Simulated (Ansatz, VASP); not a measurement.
CaSe: VASP beside Ansatz

```
Ca Se
1.0
     0.00000    2.97910    2.97910
     2.97910    0.00000    2.97910
     2.97910    2.97910    0.00000
Ca Se
1 1
Direct
  0.00000 0.00000 0.00000
  0.50000 0.50000 0.50000
```

Alike in both runs: functional PBE; k mesh 8 × 8 × 8; occupations gaussian, width 0.02 eV; no spin polarisation.

Ansatz relaxed the structure, and its values are those at the end. VASP's run is a single point on that final structure, the one shown.

|  | VASP | Ansatz |
| --- | --- | --- |
| version | VASP 6.6.1 | Ansatz 0.2.0 |
| potentials or method | VASP PAW PBE potentials, release 64 (Ca_sv, Se), cutoff 520 eV | scalar-relativistic, plane waves, PAW |
| valence electrons in the cell | 16 | 26 |

|  | VASP | Ansatz | Ansatz less VASP |
| --- | --- | --- | --- |
| gap on the k mesh at the Fermi level (eV) | 2.07 | 2.08 | +0.009 |
| least direct gap on the mesh (eV) | 2.99 | 3.00 | +0.008 |
| pressure (GPa) | 0.2 | 0.0 | -0.16 |

VASP's potentials hold 16 valence electrons a cell and Ansatz's 26, so a difference there can come from the potentials and not from the codes.
